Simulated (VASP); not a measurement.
# Co (Fm-3m) in VASP: a series of runs

Runs on Co. Level: RPBE. Tasks: single point.

All numbers are computed with VASP 6.6.1; they aren't measurements. Logs are shortened: lines on timing, memory, paths and dates and some standing lists are left out, and cuts for length are marked.

## Step 1: The cell of the first run

It takes space group Fm-3m (No. 225, cubic). The conventional cell has a = 3.506 Å, b = 3.506 Å, c = 3.506 Å, α = 90.00°, β = 90.00°, γ = 90.00°. Co (site symmetry m-3m) has 12 Co at 2.48 Å within 3.3 Å.

## Step 2: Single point, RPBE, collinear spin, ferromagnetic start (volume scaled by 0.96)

File INCAR:

```
SYSTEM = Co
ALGO = Normal ; EDIFF = 1E-6
ENCUT = 520 ; GGA = RP
ISIF = 2 ; ISMEAR = -1
ISPIN = 2 ; LASPH = .TRUE.
LCHARG = .FALSE. ; LMAXMIX = 4
LORBIT = 11 ; LREAL = .FALSE.
LWAVE = .FALSE. ; MAGMOM = 1.772
NBANDS = 14 ; NELM = 150
PREC = Accurate ; SIGMA = 0.05
```

File KPOINTS:

```
k-points
0
G
  17 17 17
  0 0 0
```

File POSCAR:

```
Co
1.0
    0.0000000000      1.7528682151      1.7528682151
    1.7528682151      0.0000000000      1.7528682151
    1.7528682151      1.7528682151      0.0000000000
Co
1
Direct
    0.0000000000      0.0000000000      0.0000000000
```

Potentials or basis: VASP PAW PBE potentials, release 64 (Co).

Launch:

```bash
$ cat potpaw_PBE.64/Co/POTCAR > POTCAR
$ mpirun -np 1 vasp_std > vasp.out
```

OUTCAR:

```text
SYSTEM = Co
   EDIFF = 1E-6
   ENCUT = 520
   GGA = RP
   ISIF = 2
   ISMEAR = -1
   ISPIN = 2
   LASPH = .TRUE.
   LORBIT = 11
   LREAL = .FALSE.
   NELM = 150
   PREC = Accurate

 ion  position               nearest neighbor table
   1  0.000  0.000  0.000-

  LATTYP: Found a face centered cubic cell.
 ALAT       =     3.5057364302

  Lattice vectors:

 A1 = (   0.0000000000,   1.7528682151,   1.7528682151)
 A2 = (   1.7528682151,   0.0000000000,   1.7528682151)
 A3 = (   1.7528682151,   1.7528682151,   0.0000000000)

Analysis of symmetry for initial positions (statically):
=====================================================================
 Subroutine PRICEL returns:
 Original cell was already a primitive cell.

 Routine SETGRP: Setting up the symmetry group for a
 face centered cubic supercell.

 Subroutine GETGRP returns: Found 48 space group operations
 (whereof 48 operations were pure point group operations)
 out of a pool of 48 trial point group operations.

The static configuration has the point symmetry O_h .

Analysis of symmetry for dynamics (positions and initial velocities):
=====================================================================
 Subroutine PRICEL returns:
 Original cell was already a primitive cell.

 Routine SETGRP: Setting up the symmetry group for a
 face centered cubic supercell.

 Subroutine GETGRP returns: Found 48 space group operations
 (whereof 48 operations were pure point group operations)
 out of a pool of 48 trial point group operations.

The dynamic configuration has the point symmetry O_h .

Analysis of structural, dynamic, and magnetic symmetry:
=====================================================================
 Subroutine PRICEL returns:
 Original cell was already a primitive cell.

 Routine SETGRP: Setting up the symmetry group for a
 face centered cubic supercell.

 Subroutine GETGRP returns: Found 48 space group operations
 (whereof 48 operations were pure point group operations)
 out of a pool of 48 trial point group operations.

The overall configuration has the point symmetry O_h .

 Subroutine INISYM returns: Found 48 space group operations
 (whereof 48 operations are pure point group operations),
 and found     1 'primitive' translations

----------------------------------------------------------------------------------------

                                     Primitive cell

  volume of cell :      10.7715

[... 122 lines left out ...]

 number of electron       8.9999997 magnetization       1.6632216

 Free energy of the ion-electron system (eV)
  ---------------------------------------------------
  ext. energy  EPLUGINS =         0.00000000
  ---------------------------------------------------
  free energy    TOTEN  =        -6.49633170 eV

  energy without entropy =       -6.48726145  energy(sigma->0) =       -6.49179657

 E-fermi :  10.6155     XC(G=0): -13.3373

 val. band max:       10.6112139079   @ k =  -0.1176   0.1176   0.0000
 cond. band min:      10.6254430602   @ k =  -0.4118   0.4706   0.0588
 fundamental gap:      0.0142291523
 Fermi energy:        10.6155430565

 spin component 1

 k-point     1 :       0.0000    0.0000    0.0000
  band No.  band energies     occupation
      1       1.5602      1.00000
      2       7.8327      1.00000
      3       7.8327      1.00000
      4       7.8327      1.00000
      5       8.8641      1.00000
      6       8.8641      1.00000
      7      33.6959      0.00000
      8      38.1360      0.00000
      9      38.1360      0.00000
     10      38.1360      0.00000
     11      41.3426      0.00000
     12      41.3426      0.00000
     13      41.3426      0.00000
     14      43.8190      0.00000
[... 379 lines left out ...]
      3       8.0137      1.00000
      4       8.0140      1.00000
      5       8.7085      1.00000
      6       8.9250      1.00000
      7      30.9421      0.00000
      8      33.4749      0.00000
      9      36.7281      0.00000
     10      38.7996      0.00000
     11      40.7858      0.00000
     12      41.8657      0.00000
     13      45.2237      0.00000
     14      45.6017      0.00000

 [... further k-points ...]

 spin component 2

 k-point     1 :       0.0000    0.0000    0.0000
  band No.  band energies     occupation
      1       1.5353      1.00000
      2       9.4549      1.00000
      3       9.4549      1.00000
      4       9.4549      1.00000
      5      10.9486      0.00128
      6      10.9486      0.00128
      7      33.3004      0.00000
      8      38.2443      0.00000
      9      38.2443      0.00000
     10      38.2443      0.00000
     11      41.6010      0.00000
     12      41.6010      0.00000
     13      41.6010      0.00000
     14      43.4012      0.00000
[... 379 lines left out ...]
      3       9.6600      1.00000
      4       9.6625      1.00000
      5      10.7550      0.05792
      6      10.9885      0.00058
      7      31.0648      0.00000
      8      33.4996      0.00000
      9      36.7578      0.00000
     10      38.9503      0.00000
     11      40.7179      0.00000
     12      42.0436      0.00000
     13      45.1727      0.00000
     14      46.2104      0.00000

 [... further k-points ...]

------------------------ aborting loop because EDIFF is reached ----------------------------------------

  FORCE on cell =-STRESS in cart. coord.  units (eV):
  Direction    XX          YY          ZZ          XY          YZ          ZX
  --------------------------------------------------------------------------------------
  -------------------------------------------------------------------------------------
  Total        0.5657425      0.5657425      0.5657425      0.0000000      0.0000000     -0.0000000
  in kB       84.1495126     84.1495126     84.1495126      0.0000000      0.0000000     -0.0000000
  external PRESSURE =      84.1495126 kB  Pullay stress =       0.0000000 kB

 VOLUME and BASIS-vectors are now :
 -----------------------------------------------------------------------------
  energy-cutoff  :      520.00
  volume of cell :       10.77
      direct lattice vectors                 reciprocal lattice vectors
     0.000000000  1.752868215  1.752868215    -0.285246772  0.285246772  0.285246772
     1.752868215  0.000000000  1.752868215     0.285246772 -0.285246772  0.285246772
     1.752868215  1.752868215  0.000000000     0.285246772  0.285246772 -0.285246772

 POSITION                                       TOTAL-FORCE (eV/Angst)
 -----------------------------------------------------------------------------------
      0.00000      0.00000      0.00000        -0.000000     -0.000000     -0.000000
 -----------------------------------------------------------------------------------
    total drift:                                0.000000     -0.000000     -0.000000

  FREE ENERGIE OF THE ION-ELECTRON SYSTEM (eV)
  ---------------------------------------------------
  free  energy   TOTEN  =        -6.4963316969 eV

  energy  without entropy=       -6.4872614472  energy(sigma->0) =       -6.49179657

 total charge

# of ion       s       p       d       tot
------------------------------------------
    1        0.496   0.532   7.259   8.287

 magnetization (x)

# of ion       s       p       d       tot
------------------------------------------
    1       -0.013  -0.052   1.746   1.681
```

OSZICAR:

```text
N       E                     dE             d eps       ncg     rms          rms(c)
DAV:   1     0.285110271193E+02    0.28511E+02   -0.37971E+03  9656   0.764E+02
DAV:   2    -0.622896362676E+01   -0.34740E+02   -0.32217E+02 10206   0.148E+02
DAV:   3    -0.742722915407E+01   -0.11983E+01   -0.11862E+01 11394   0.287E+01
DAV:   4    -0.743578234143E+01   -0.85532E-02   -0.85505E-02 11516   0.225E+00
DAV:   5    -0.743589945531E+01   -0.11711E-03   -0.11711E-03 12156   0.242E-01    0.103E+01
DAV:   6    -0.666917632557E+01    0.76672E+00   -0.11625E+01 12702   0.380E+01    0.471E+00
DAV:   7    -0.651078965868E+01    0.15839E+00   -0.13152E+00 11302   0.117E+01    0.265E+00
DAV:   8    -0.650253155827E+01    0.82581E-02   -0.19511E-02 12174   0.921E-01    0.142E+00
DAV:   9    -0.649585192892E+01    0.66796E-02   -0.83334E-03 13706   0.666E-01    0.413E-01
DAV:  10    -0.649581441893E+01    0.37510E-04   -0.51272E-03 11804   0.524E-01    0.276E-01
DAV:  11    -0.649631102948E+01   -0.49661E-03   -0.31434E-04 11512   0.125E-01    0.704E-02
DAV:  12    -0.649632741078E+01   -0.16381E-04   -0.16358E-05 12648   0.314E-02    0.318E-02
DAV:  13    -0.649633180612E+01   -0.43953E-05   -0.65028E-06 10234   0.167E-02    0.561E-03
DAV:  14    -0.649633169686E+01    0.10926E-06   -0.21547E-07  6516   0.422E-03
   1 F= -.64963317E+01 E0= -.64917966E+01  d E =-.907025E-02  mag=     1.6632
```

It took 42 s on 1 thread of Intel Xeon Platinum 8488C (Sapphire Rapids), shared host; peak memory 0.15 GiB.

Results:

```yaml
Free_energy: -6.4963 eV
Pressure: 8.4 GPa
Net_moment: 1.66 μB per cell
Site_moments: Co +1.68 μB
Valence_electrons_inside_the_program's_atomic_spheres: Co 8.29
```

Caveat: the cell differs from its parent crystal (volume scaled by 0.96); the PAW data sets were made with another functional, which shifts forces and pressure a little.

## Step 3: Single point, RPBE, collinear spin, ferromagnetic start

This run uses another cell than the first one, of 11.22 Å³/atom, 1.042 times its volume.

File INCAR:

```
SYSTEM = Co
PREC     = Accurate       ! precision mode
ENCUT    = 520            ! plane-wave cutoff, eV
EDIFF    = 1E-6           ! SCF threshold, eV
ISMEAR   = -1             ! smearing method
SIGMA    = 0.05           ! smearing width, eV
LREAL    = .FALSE.        ! projectors in reciprocal space
LASPH    = .TRUE.         ! aspherical terms in the spheres
NELM     = 150            ! most SCF steps
ALGO     = Normal         ! electronic algorithm
ISIF     = 2              ! what is computed and relaxed
LWAVE    = .FALSE.        ! write WAVECAR
LCHARG   = .TRUE.         ! write CHGCAR
ISPIN    = 2              ! spin polarisation
MAGMOM   = 1.772          ! initial moments
LORBIT   = 11             ! projections on sites
LMAXMIX  = 4              ! l up to which the mixer works
GGA      = RP             ! functional
LELF     = .TRUE.         ! ELF
LVHAR    = .TRUE.       
NBANDS   = 14             ! bands
```

File KPOINTS:

```
Automatic mesh
0
G
  17 17 17
  0 0 0
```

File POSCAR:

```
Co
1.0
    0.0000000000      1.7768830926      1.7768830926
    1.7768830926      0.0000000000      1.7768830926
    1.7768830926      1.7768830926      0.0000000000
Co
1
Direct
    0.0000000000      0.0000000000      0.0000000000
```

Potentials or basis: VASP PAW PBE potentials, release 64 (Co).

Launch:

```bash
$ cat potpaw_PBE.64/Co/POTCAR > POTCAR
$ mpirun -np 1 vasp_std > vasp.out
```

It took 46 s on 1 thread of Intel Xeon Platinum 8488C (Sapphire Rapids), shared host; peak memory 0.16 GiB.

Results (log left out):

```yaml
Free_energy: -6.5072 eV
Pressure: -0.3 GPa
Net_moment: 1.68 μB per cell
Site_moments: Co +1.70 μB
Valence_electrons_inside_the_program's_atomic_spheres: Co 8.21
```

Levels at points of the mesh, in eV from the Fermi level:
Spin up:
```tsv
k point	band 3	band 4	band 5	band 6	band 7	band 8
(0.00, 0.00, 0.00)	-2.73	-2.73	-1.78	-1.78	22.73	26.86
```
Spin down:
| k point | band 2 | band 3 | band 4 | band 5 | band 6 | band 7 |
| --- | --- | --- | --- | --- | --- | --- |
| (0.00, 0.00, 0.00) | -1.10 | -1.10 | -1.10 | 0.33 | 0.33 | 22.31 |

Caveat: the PAW data sets were made with another functional, which shifts forces and pressure a little.

(Continued in part 2 of 2.)
